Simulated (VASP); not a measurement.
# TiSi16 (a cell with a defect) in VASP: further runs

TiSi16 (a cell with a defect) is run at these levels: PBEsol; tasks: single point.

Program: VASP 6.6.1. These are calculated values, not measurements. Logs are shortened: lines on timing, memory, paths and dates and some standing lists are left out, and cuts for length are marked.

## Step 1: The cell of the first run

The cell holds a defect, 17 atoms: a = 7.679 Å, b = 7.679 Å, c = 7.679 Å, α = 60.00°, β = 60.00°, γ = 60.00°.

## Step 2: Single point, PBEsol

Contents of INCAR:

```
PREC = Accurate
ENCUT = 520
EDIFF = 1E-6
ISMEAR = 0
SIGMA = 0.02
LREAL = Auto
LASPH = True
NELM = 100
ALGO = Normal
ISIF = 2
LWAVE = False
LCHARG = True
GGA = PS
LELF = True
LVHAR = True
NBANDS = 52
```

Contents of KPOINTS:

```
regular mesh
0
Gamma
  2 2 2
```

Contents of POSCAR:

```
TiSi16
1.0
    0.0000000000      5.4300000000      5.4300000000
    5.4300000000      0.0000000000      5.4300000000
    5.4300000000      5.4300000000      0.0000000000
Si Ti
16 1
Direct
    0.0427268877     -0.0073119705     -0.0177261510
    0.1334076427      0.1319039595      0.1229081952
   -0.0096178637      0.0154506446      0.4965598527
    0.1329915285      0.1315561694      0.6117362799
   -0.0322862799      0.5033536832      0.0233844383
    0.1130022099      0.6244445672      0.1312311234
   -0.0328151013      0.5037055249      0.5060016575
    0.0763484346      0.6401114180      0.6424546961
    0.5074627072      0.0146945672      0.0048249540
    0.6685310313      0.1215174033      0.1051319521
    0.5063669429      0.0140779926      0.4728536832
    0.6146587477      0.1539344383      0.6137692449
    0.4867999079      0.4856308471      0.0139888582
    0.5879033149      0.6272346225      0.1567955801
    0.4421143646      0.5146108656      0.5213081031
    0.5854909761      0.6281716390      0.6288462247
    0.6842490792      0.7710194291      0.7720938306
```

Potentials or basis: VASP PAW PBE potentials, release 64 (Si, Ti_sv).

Run with:

```bash
> cat potpaw_PBE.64/Si/POTCAR potpaw_PBE.64/Ti_sv/POTCAR > POTCAR
> mpirun -np 1 vasp_std > vasp.out
```

OUTCAR:

```text
PREC = Accurate
   ENCUT = 520
   EDIFF = 1E-6
   ISMEAR = 0
   LREAL = Auto
   LASPH = True
   NELM = 100
   ISIF = 2
   GGA = PS

 ion  position               nearest neighbor table
   1  0.043  0.993  0.982-   2 2.33   4 2.33   6 2.34  10 2.35
   2  0.133  0.132  0.123-   1 2.33   5 2.35   3 2.35   9 2.35
   3  0.990  0.015  0.497-   2 2.35   4 2.35  12 2.36   8 2.37  17 3.00
   4  0.133  0.132  0.612-   1 2.33  11 2.34   3 2.35   7 2.35
   5  0.968  0.503  0.023-   2 2.35   6 2.35  14 2.38   8 2.39  17 2.91
   6  0.113  0.624  0.131-   1 2.34  13 2.35   5 2.35   7 2.35
   7  0.967  0.504  0.506-   4 2.35   6 2.35  16 2.39   8 2.40  17 2.90
   8  0.076  0.640  0.642-  15 2.29   3 2.37   5 2.39   7 2.40  17 2.46
   9  0.507  0.015  0.005-  10 2.32   2 2.35  14 2.45  12 2.46  17 2.63
  10  0.669  0.122  0.105-  13 2.32  11 2.32   9 2.32   1 2.35
  11  0.506  0.014  0.473-  10 2.32   4 2.34  16 2.44  12 2.44  17 2.63
  12  0.615  0.154  0.614-  15 2.29   3 2.36  17 2.43  11 2.44   9 2.46
  13  0.487  0.486  0.014-  10 2.32   6 2.35  16 2.42  14 2.42  17 2.64
  14  0.588  0.627  0.157-  15 2.29   5 2.38  17 2.42  13 2.42   9 2.45
  15  0.442  0.515  0.521-  12 2.29  16 2.29  14 2.29   8 2.29
  16  0.585  0.628  0.629-  15 2.29   7 2.39  17 2.42  13 2.42  11 2.44
  17  0.684  0.771  0.772-  16 2.42  14 2.42  12 2.43   8 2.46   9 2.63  11 2.63  13 2.64   7 2.90
                             5 2.91   3 3.00

  LATTYP: Found a face centered cubic cell.
 ALAT       =    10.8600000000

  Lattice vectors:

 A1 = (   0.0000000000,   5.4300000000,   5.4300000000)
 A2 = (   5.4300000000,   0.0000000000,   5.4300000000)
 A3 = (   5.4300000000,   5.4300000000,   0.0000000000)

Analysis of symmetry for initial positions (statically):
=====================================================================
 Subroutine PRICEL returns:
 Original cell was already a primitive cell.

 Routine SETGRP: Setting up the symmetry group for a
 face centered cubic supercell.

 Subroutine GETGRP returns: Found  1 space group operations
 (whereof  1 operations were pure point group operations)
 out of a pool of 48 trial point group operations.

The static configuration has the point symmetry C_1 .

Analysis of symmetry for dynamics (positions and initial velocities):
=====================================================================
 Subroutine PRICEL returns:
 Original cell was already a primitive cell.

 Routine SETGRP: Setting up the symmetry group for a
 face centered cubic supercell.

 Subroutine GETGRP returns: Found  1 space group operations
 (whereof  1 operations were pure point group operations)
 out of a pool of 48 trial point group operations.

[... 122 lines left out ...]
   TEBEG  =    0.0;   TEEND  =   0.0 temperature during run
   PSTRESS=    0.0 pullay stress
   NELECT =      76.0000    total number of electrons
   NUPDOWN=      -1.0000    fix difference up-down
   EMIN   =  10.00;   EMAX   =-10.00  energy-range for DOS
   EFERMI =   0.00;   METHOD = LEGACY
   ISMEAR =     0;   SIGMA  =   0.02  broadening in eV -4-tet -1-fermi 0-gaus
   EFERMI_NEDOS =   21; number of points for ismear=-14 and -15
   IALGO  =     38    algorithm
   IMIX   =      4    mixing-type and parameters
     AMIX     =   0.40;   BMIX     =  1.00
     AMIX_MAG =   1.60;   BMIX_MAG =  1.00
  volume/ion in A,a.u.               =      18.84       127.11
  Fermi-wavevector in a.u.,A,eV,Ry     =   1.013607  1.915439 13.978610  1.027399
  Thomas-Fermi vector in A             =   2.146786
   LORBIT       =      0    0 simple, 1 ext, 2 COOP (PROOUT), +10 PAW based schemes
   GGA     = PS    functional components
   LHFCALC =     F    Hartree Fock is set to
   AEXX    =    0.0000 exact exchange contribution
   IVDW    =     0    specifies the selected vdW correction
   LEPSILON=     F    determine dielectric tensor
   LRPA    =     F    only Hartree local field effects (RPA)
 non-spin polarized calculation
 Gauss-broadening in eV      SIGMA  =   0.02
  energy-cutoff  :      520.00
  volume of cell :      320.21
 maximum number of plane-waves:      8646
 NGX is ok and might be reduce to    60
   NGX = 29   NGY = 29   NGZ = 29

 number of electron      76.0000001 magnetization

 Free energy of the ion-electron system (eV)
  ---------------------------------------------------
  ext. energy  EPLUGINS =         0.00000000
  ---------------------------------------------------
  free energy    TOTEN  =       -97.88414063 eV

  energy without entropy =      -97.88015998  energy(sigma->0) =      -97.88215031

 E-fermi :   6.7868     XC(G=0):  -9.8948

 val. band max:        6.7733506174   @ k =   0.0000   0.0000   0.5000
 cond. band min:       6.7925219510   @ k =   0.0000   0.0000   0.0000
 fundamental gap:      0.0191713336
 Fermi energy:         6.7867936726

 k-point     1 :       0.0000    0.0000    0.0000
  band No.  band energies     occupation
      1     -49.7252      2.00000
      2     -26.2278      2.00000
      3     -26.2151      2.00000
      4     -26.1524      2.00000
      5      -5.7600      2.00000
      6      -3.5305      2.00000
[... 413 lines left out ...]
     49       9.7428      0.00000
     50      10.3412      0.00000
 [bands above 50 left out]

------------------------ aborting loop because EDIFF is reached ----------------------------------------

  FORCE on cell =-STRESS in cart. coord.  units (eV):
  Direction    XX          YY          ZZ          XY          YZ          ZX
  --------------------------------------------------------------------------------------
  -------------------------------------------------------------------------------------
  Total        4.0617656      4.0524479      1.5374513      0.2432459     -0.8967150      1.0691924
  in kB       20.3233806     20.2767587      7.6927652      1.2171008     -4.4867876      5.3497930
  external PRESSURE =      16.0976348 kB  Pullay stress =       0.0000000 kB

 VOLUME and BASIS-vectors are now :
 -----------------------------------------------------------------------------
  energy-cutoff  :      520.00
  volume of cell :      320.21
      direct lattice vectors                 reciprocal lattice vectors
     0.000000000  5.430000000  5.430000000    -0.092081031  0.092081031  0.092081031
     5.430000000  0.000000000  5.430000000     0.092081031 -0.092081031  0.092081031
     5.430000000  5.430000000  0.000000000     0.092081031  0.092081031 -0.092081031

 POSITION                                       TOTAL-FORCE (eV/Angst)
 -----------------------------------------------------------------------------------
     10.72404      5.56575      5.62230         0.118537     -0.117443     -0.116095
      1.38363      1.39179      1.44064         0.063613     -0.093650     -0.119355
      2.78022      8.07410      5.46167         0.080930     -0.082384     -0.065276
      4.03608      4.04387      1.43649         0.092631     -0.063237     -0.123541
      2.86019      5.38166      7.98790         0.049596     -0.021569     -0.049135
      4.10332      1.32619      4.00434         0.046313     -0.046974     -0.012992
[... 9 lines left out ...]
      6.82561      6.59385      6.59019         0.204060     -0.070179     -0.024027
      8.37911      7.90794      7.90211        -0.934647      0.941391      0.896870
 -----------------------------------------------------------------------------------
    total drift:                               -0.000608      0.000476      0.015730

  FREE ENERGIE OF THE ION-ELECTRON SYSTEM (eV)
  ---------------------------------------------------
  free  energy   TOTEN  =       -97.8841406349 eV

  energy  without entropy=      -97.8801599793  energy(sigma->0) =      -97.88215031
```

OSZICAR:

```text
N       E                     dE             d eps       ncg     rms          rms(c)
DAV:   1     0.335889001413E+03    0.33589E+03   -0.30835E+04   840   0.127E+03
DAV:   2    -0.641300669221E+02   -0.40002E+03   -0.38146E+03   968   0.247E+02
DAV:   3    -0.985800134760E+02   -0.34450E+02   -0.33385E+02  1192   0.655E+01
DAV:   4    -0.101101938173E+03   -0.25219E+01   -0.24902E+01  1296   0.156E+01
DAV:   5    -0.101162517195E+03   -0.60579E-01   -0.60514E-01  1056   0.229E+00    0.189E+01
DAV:   6    -0.100211429584E+03    0.95109E+00   -0.16554E+01  1148   0.204E+01    0.148E+01
DAV:   7    -0.987585527080E+02    0.14529E+01   -0.21677E+01  1136   0.244E+01    0.947E+00
DAV:   8    -0.979869926533E+02    0.77156E+00   -0.15804E+00  1020   0.581E+00    0.291E+00
DAV:   9    -0.978851482114E+02    0.10184E+00   -0.46696E-01  1280   0.289E+00    0.697E-01
DAV:  10    -0.978845843349E+02    0.56388E-03   -0.18648E-02  1036   0.547E-01    0.558E-01
DAV:  11    -0.978843985657E+02    0.18577E-03   -0.95590E-03  1104   0.456E-01    0.309E-01
DAV:  12    -0.978841838935E+02    0.21467E-03   -0.20975E-03  1044   0.229E-01    0.955E-02
DAV:  13    -0.978841569599E+02    0.26934E-04   -0.23665E-04  1032   0.679E-02    0.462E-02
DAV:  14    -0.978841414050E+02    0.15555E-04   -0.95731E-05  1064   0.459E-02    0.202E-02
DAV:  15    -0.978841405749E+02    0.83011E-06   -0.15264E-05   968   0.151E-02    0.458E-03
DAV:  16    -0.978841406349E+02   -0.60054E-07   -0.16333E-06   616   0.592E-03
   1 F= -.97884141E+02 E0= -.97882150E+02  d E =-.398066E-02
```

It took 6.3 min on 1 thread of AMD EPYC 7R13 (Zen 3), shared host; peak memory 0.47 GiB.

Results:

```
Free energy            : -97.8841 eV
Pressure               : 1.6 GPa
Largest force          : 1.601 eV/Å
Band gap on the k mesh : zero (bands 38 and 39 overlap by 0.34 eV)
```

Forces on the atoms (eV/Å):
```
Si   0.119 -0.117 -0.116
Si   0.064 -0.094 -0.119
Si   0.081 -0.082 -0.065
Si   0.093 -0.063 -0.124
Si   0.050 -0.022 -0.049
Si   0.046 -0.047 -0.013
Si   0.034 -0.045 -0.053
Si  -0.114  0.129  0.132
Si   0.005 -0.110 -0.143
Si   0.094 -0.089 -0.106
Si   0.116 -0.023 -0.151
Si   0.049 -0.070 -0.203
Si   0.073 -0.074  0.094
Si   0.044 -0.185 -0.024
Si  -0.022  0.022  0.067
Si   0.204 -0.070 -0.024
Ti  -0.935  0.941  0.897
```

Caveat: the k points lie up to 0.50 Å⁻¹ apart; the PAW data sets were made with another functional, which shifts forces and pressure a little.

## Step 3: Single point, PBEsol

Contents of INCAR:

```
  ALGO = Normal
  EDIFF = 1E-6
  ENCUT = 520
  GGA = PS
  ISIF = 2
  ISMEAR = 0
  LASPH = True
  LCHARG = False
  LREAL = Auto
  LWAVE = False
  NBANDS = 52
  NELM = 60
  PREC = Accurate
  SIGMA = 0.02
```

Contents of KPOINTS:

```
k-points
0
Gamma
  2 2 2
```

Contents of POSCAR:

```
TiSi16
1.0
    0.0000000000      5.4300000000      5.4300000000
    5.4300000000      0.0000000000      5.4300000000
    5.4300000000      5.4300000000      0.0000000000
Si Ti
16 1
Direct
    0.0323630755      0.0001724678     -0.0176008287
    0.1434346225      0.1356721915      0.1182454880
   -0.0018601289      0.0150520258      0.4930034070
    0.1427876611      0.1362324125      0.6013062615
   -0.0205895948      0.5080216390      0.0116385820
    0.1217010129      0.6239326888      0.1273387661
   -0.0211063536      0.5077256906      0.5009330571
    0.0703588398      0.6465487109      0.6411341621
    0.5254739411      0.0108277164     -0.0050089319
    0.6672915285      0.1246311234      0.1039095764
    0.5225067219      0.0123087477      0.4685207182
    0.6243174033      0.1532457643      0.6105811234
    0.4972100368      0.4857282689      0.0102859116
    0.6059070902      0.6252385820      0.1504505525
    0.4442701657      0.5177928177      0.5183244936
    0.6045819521      0.6247784530      0.6195195212
    0.4230035912      0.8692098527      0.8537503683
```

Potentials or basis: VASP PAW PBE potentials, release 64 (Si, Ti_sv).

Run with:

```bash
> cat potpaw_PBE.64/Si/POTCAR potpaw_PBE.64/Ti_sv/POTCAR > POTCAR
> mpirun -np 1 vasp_std > vasp.out
```

It took 6 min on 1 thread of AMD EPYC 7R13 (Zen 3), shared host; peak memory 0.47 GiB.

It converged, with:

- Free energy: -97.9382 eV
- Pressure: 1.6 GPa
- Largest force: 1.468 eV/Å
- Band gap on the k mesh: zero (bands 38 and 39 overlap by 0.34 eV)

Forces in eV/Å, atoms in the order of the input:
```
Si   0.118 -0.136 -0.133
Si  -0.032  0.034  0.039
Si  -0.041  0.041  0.009
Si  -0.038  0.018  0.036
Si  -0.090  0.060  0.124
Si  -0.082  0.084  0.067
Si  -0.059  0.091  0.120
Si  -0.118  0.118  0.120
Si  -0.192  0.055  0.020
Si   0.025 -0.027 -0.081
Si  -0.025  0.169  0.021
Si  -0.070  0.071 -0.091
Si  -0.042  0.065  0.188
Si  -0.117  0.024  0.140
Si  -0.091  0.087  0.109
Si  -0.006  0.110  0.133
Ti   0.860 -0.862 -0.820
```

Stress tensor (GPa, compression positive):
```
 1.98  0.12  0.45
 0.12  1.97 -0.36
 0.45 -0.36  0.86
```

Levels at points of the mesh, in eV from the Fermi level:
| k point | band 35 | band 36 | band 37 | band 38 | band 39 | band 40 | band 41 | band 42 |
| --- | --- | --- | --- | --- | --- | --- | --- | --- |
| (0.00, 0.00, 0.00) | -1.01 | -0.92 | -0.51 | -0.32 | -0.30 | -0.03 | 0.00 | 0.20 |
| (0.50, 0.00, 0.00) | -1.27 | -1.25 | -0.33 | -0.19 | -0.15 | 0.62 | 0.63 | 0.81 |
| (0.00, 0.50, 0.00) | -1.27 | -1.19 | -0.16 | 0.03 | 0.24 | 0.32 | 0.59 | 0.77 |
| (0.00, 0.00, 0.50) | -1.33 | -1.24 | -0.19 | -0.01 | 0.26 | 0.37 | 0.55 | 0.76 |
| (0.50, 0.50, 0.50) | -1.33 | -1.25 | -0.19 | -0.02 | 0.25 | 0.39 | 0.57 | 0.76 |
| (0.50, 0.50, 0.00) | -1.86 | -1.70 | -0.53 | -0.01 | 0.48 | 0.74 | 1.08 | 1.36 |
| (0.00, 0.50, 0.50) | -1.85 | -1.73 | -0.51 | 0.04 | 0.50 | 0.78 | 1.09 | 1.29 |
| (0.50, 0.00, 0.50) | -1.87 | -1.71 | -0.50 | 0.02 | 0.49 | 0.76 | 1.09 | 1.29 |

Caveat: the k points lie up to 0.50 Å⁻¹ apart; the PAW data sets were made with another functional, which shifts forces and pressure a little.
